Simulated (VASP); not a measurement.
**Al2Pt: single point with PBEsol**

Al2Pt:

```
Al Pt
1.0
     2.94826   -2.94826    0.00000
     2.94826    0.00000   -2.94826
     5.89651    5.89651    5.89651
Al Pt
6 3
Direct
  0.66667 0.66667 0.58333
  0.00000 0.00000 0.25000
  0.33333 0.33333 0.91667
  0.66667 0.66667 0.08333
  0.00000 0.00000 0.75000
  0.33333 0.33333 0.41667
  0.33333 0.33333 0.66667
  0.66667 0.66667 0.33333
  0.00000 0.00000 0.00000
```

```yaml
Program: VASP 6.6.1
Task: single point
Functional: PBEsol
Potentials_or_basis: VASP PAW PBE potentials, release 64 (Al, Pt)
Cutoff: 520 eV
k_mesh: 11 × 11 × 4
Occupations: gaussian, width 0.15 eV
Spin: no spin polarisation
```

| Property | Result |
| --- | --- |
| Pressure | 0.0 GPa |
| Band gap on the k mesh | zero (bands 24 and 25 overlap by 3.95 eV) |

Levels at points of the mesh, in eV from the Fermi level:
| k point | band 21 | band 22 | band 23 | band 24 | band 25 | band 26 | band 27 | band 28 |
| --- | --- | --- | --- | --- | --- | --- | --- | --- |
| (0.00, 0.00, 0.00) | 1.65 | 1.65 | 1.65 | 1.65 | 3.04 | 3.80 | 3.80 | 3.80 |
| (0.00, 0.00, 0.50) | 0.76 | 1.02 | 1.02 | 2.95 | 2.95 | 2.95 | 2.95 | 3.51 |

Run time: 9.2 min on 1 thread of Intel Xeon 8259CL, with other jobs on the host, peak memory 0.42 GiB.

Caveat: the PAW data sets were made with another functional, which shifts forces and pressure a little; spin-orbit coupling is left out, which moves the levels of the heavy elements.
